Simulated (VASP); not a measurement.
The system is Zr3SnSe.

```xyz
5
Lattice="4.8381 0.0000 0.0000 0.0000 4.8381 0.0000 0.0000 0.0000 4.8381" Properties=species:S:1:pos:R:3 pbc="T T T"
Zr    0.0000    2.4190    2.4190
Zr    2.4190    0.0000    2.4190
Zr    2.4190    2.4190    0.0000
Sn    0.0000    0.0000    0.0000
Se    2.4190    2.4190    2.4190
```

The cell was generated, and may not be a known phase.

```yaml
Program: VASP 6.6.1
Task: relaxation of cell and atoms
Functional: PBE
Potentials_or_basis: VASP PAW PBE potentials, release 64 (Zr_sv, Sn_d, Se)
Cutoff: 600 eV
k_mesh: 4 × 4 × 4
Occupations: gaussian, width 0.1 eV
Spin: no spin polarisation
```

At the start: pressure 10.2 GPa; volume 22.65 Å³/atom.

Question: How do energy, volume and symmetry change on relaxing?

Answer: Over 3 steps the energy falls by 62.3 meV/atom and the volume is 24.83 Å³/atom (+9.6 %); space group Pm-3m (No. 221, to 0.1 Å) before and after.

The path:
| step | energy change (eV) | largest force (eV/Å) | pressure (GPa) | volume (Å³) |
| --- | --- | --- | --- | --- |
| 1 | 0.0000 | 0.0000 | 10.17 | 113.24 |
| 2 | 0.0885 | 0.0000 | -7.94 | 138.47 |
| 3 | -0.3117 | 0.0000 | -0.18 | 124.16 |

Final structure:
```cif
data_structure
_symmetry_space_group_name_H-M 'P 1'
_symmetry_Int_Tables_number 1
_cell_length_a 4.9888
_cell_length_b 4.9888
_cell_length_c 4.9888
_cell_angle_alpha 90.000
_cell_angle_beta 90.000
_cell_angle_gamma 90.000
_cell_volume 124.16
loop_
_atom_site_label
_atom_site_type_symbol
_atom_site_fract_x
_atom_site_fract_y
_atom_site_fract_z
_atom_site_occupancy
Zr1 Zr 0.00000 0.50000 0.50000 1
Zr2 Zr 0.50000 0.00000 0.50000 1
Zr3 Zr 0.50000 0.50000 0.00000 1
Sn1 Sn 0.00000 0.00000 0.00000 1
Se1 Se 0.50000 0.50000 0.50000 1
```
